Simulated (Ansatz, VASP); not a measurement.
**HRh8: VASP beside Ansatz**

```
Rh H
1.0
     5.36502    0.00000    0.00000
     0.00000    3.79364    0.00000
     0.00000    0.00000   21.24008
Rh H
8 1
Direct
  0.25000 0.50000 0.18832
  0.75000 0.50000 0.18832
  0.00000 0.00000 0.25147
  0.50000 0.00000 0.25147
  0.25000 0.50000 0.31535
  0.75000 0.50000 0.31535
  0.00000 0.00000 0.37383
  0.50000 0.00000 0.37383
  0.00000 0.25000 0.52919
```

Alike in both runs: task single point; functional PBE; dispersion D3(BJ); k mesh 5 × 7 × 1; occupations gaussian, width 0.1 eV; no spin polarisation.

```csv
,VASP,Ansatz
version,VASP 6.6.1,Ansatz 0.2.0
potentials or method,"VASP PAW PBE potentials, release 64 (Rh_pv, H), cutoff 520 eV","scalar-relativistic, plane waves, PAW"
valence electrons in the cell,121,137
```

|  | VASP | Ansatz | Ansatz less VASP |
| --- | --- | --- | --- |
| gap on the k mesh at the Fermi level (eV) | none | none | - |
| rms of the force components (eV/Å) | 0.289 | 0.288 | -0.0012 |
| work function, face that differs most (eV) | 4.61 | 4.61 | +0.003 |

Atom by atom the forces differ by 0.002 eV/Å (rms over components). A gap of «none» marks a metal or a gap that the smearing closes. VASP's potentials hold 121 valence electrons a cell and Ansatz's 137, so a difference there can come from the potentials and not from the codes. Ansatz's warnings: xc potential rough in thin density.
